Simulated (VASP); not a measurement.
# Sc: single point with PBEsol

The system is Sc.

```xyz
2
Lattice="3.3088 0.0000 0.0000 -1.6544 2.8655 0.0000 0.0000 0.0000 5.1890" Properties=species:S:1:pos:R:3 pbc="T T T"
Sc    0.0000    1.9103    1.2972
Sc    1.6544    0.9552    3.8917
```

This cell differs from its parent crystal: strain -0.0150 x Voigt [0, 0, 1, 0, 0, 0].

- Program: VASP 6.6.1
- Task: single point
- Functional: PBEsol
- Potentials or basis: VASP PAW PBE potentials, release 64 (Sc_sv)
- Cutoff: 520 eV
- k mesh: 18 × 18 × 10
- Occupations: gaussian, width 0.15 eV
- Spin: no spin polarisation

```
Pressure               : -2.1 GPa
Band gap on the k mesh : zero (band 11 reaches 4.54 eV, above the bottom of band 12 at 3.09 eV)
```

Stress tensor (GPa, compression positive):
```
-1.86  0.00  0.00
 0.00 -1.86  0.00
 0.00  0.00 -2.47
```

Levels at points of the mesh, in eV from the Fermi level:
| k point | band 9 | band 10 | band 11 | band 12 | band 13 | band 14 |
| --- | --- | --- | --- | --- | --- | --- |
| (0.00, 0.00, 0.00) | -5.14 | -1.66 | 0.58 | 1.60 | 1.60 | 1.81 |
| (0.50, 0.00, 0.00) | -1.62 | -1.06 | -0.68 | -0.32 | 1.27 | 1.36 |
| (0.00, 0.00, 0.50) | -3.60 | -3.60 | 0.95 | 0.95 | 1.52 | 1.52 |
| (0.50, 0.00, 0.50) | -1.48 | -1.48 | 0.06 | 0.06 | 1.28 | 1.28 |

Run time: 3.9 min on 1 thread of Intel(R) Xeon(R) Platinum 8259CL CPU @ 2.50GHz (Skylake/Cascade Lake), on a shared host, peak memory 0.29 GiB.

Caveat: the cell differs from its parent crystal (strain -0.0150 x Voigt [0, 0, 1, 0, 0, 0]); the PAW data sets were made with another functional, which shifts forces and pressure a little.
